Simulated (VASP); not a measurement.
MgB2, 3 atoms in the cell. Symmetry: P6/mmm, No. 191, hexagonal system. Conventional cell: a = 2.934 Å, b = 2.934 Å, c = 3.627 Å, α = 90.00°, β = 90.00°, γ = 120.00°. Mg (site symmetry 6/mmm) has 12 B at 2.48 Å and 6 Mg at 2.93 Å within 3.3 Å. Within 2.3 Å of B (site symmetry -6m2) lie 3 B at 1.69 Å.  This cell differs from its parent crystal: biaxial strain in the a-b plane: -4.5 %.

| Quantity | Value |
| --- | --- |
| Program | VASP 6.6.1 |
| Task | single point |
| Functional | PBE |
| Potentials or basis | VASP PAW PBE potentials, release 64 (Mg_sv, B) |
| Cutoff | 750 eV |
| k mesh | 15 × 15 × 12 |
| Occupations | gaussian, width 0.1 eV |
| Spin | no spin polarisation |
| Dipole correction | no |
| Mended | yes |
| Further INCAR settings | ALGO = Normal; EDIFF = 1e-06; NBANDS = 15 |

Potentials or basis: VASP PAW PBE potentials, release 64 (Mg_sv, B).

Run with:

```bash
$ cat potpaw_PBE.64/Mg_sv/POTCAR potpaw_PBE.64/B/POTCAR > POTCAR
$ mpirun -np 1 vasp_std > vasp.out
```

Hardware: 1 thread of Intel(R) Xeon(R) 6975P-C (Granite Rapids), with other jobs on the host.

How long does it take, and how much memory?

Wall time 58 s on 1 thread of Intel(R) Xeon(R) 6975P-C (Granite Rapids), on a shared host, peak memory 0.25 GiB. Counts: scf iterations 13, k points 189.
